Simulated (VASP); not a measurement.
# Au: single point with r2SCAN

The system is Au.

```xyz
1
Lattice="0.0000 2.0350 2.0350 2.0350 0.0000 2.0350 2.0350 2.0350 0.0000" Properties=species:S:1:pos:R:3 pbc="T T T"
Au    0.0000    0.0000    0.0000
```

| Quantity | Value |
| --- | --- |
| Program | VASP 6.6.1 |
| Task | single point |
| Functional | r2SCAN |
| Potentials or basis | VASP PAW PBE potentials, release 64 (Au) |
| Cutoff | 520 eV |
| k mesh | 18 × 18 × 18 |
| Occupations | gaussian, width 0.1 eV |
| Spin | no spin polarisation |

```json
{
  "Pressure": "7.3 GPa",
  "Band gap on the k mesh": "zero (an odd number of electrons rules out a gap without spin polarisation)"
}
```

Levels at points of the mesh, in eV from the Fermi level:
```csv
k point,band 2,band 3,band 4,band 5,band 6,band 7,band 8,band 9,band 10,band 11
"(0.00, 0.00, 0.00)",-4.99,-4.99,-4.99,-3.43,-3.43,15.32,19.49,19.49,19.49,24.81
"(0.50, 0.00, 0.00)",-5.04,-5.04,-2.15,-2.15,-0.84,3.26,14.81,18.04,18.04,26.12
"(0.50, 0.50, 0.00)",-7.15,-2.22,-1.81,-1.81,1.17,6.12,10.58,10.58,18.22,20.76
```

It took 2.6 min on 1 thread of Intel Xeon 8259CL, on a shared host, peak memory 0.17 GiB.

Caveat: the cell stands under pressure; the PAW data sets were made with another functional, which shifts forces and pressure a little; spin-orbit coupling is left out, which moves the levels of the heavy elements.
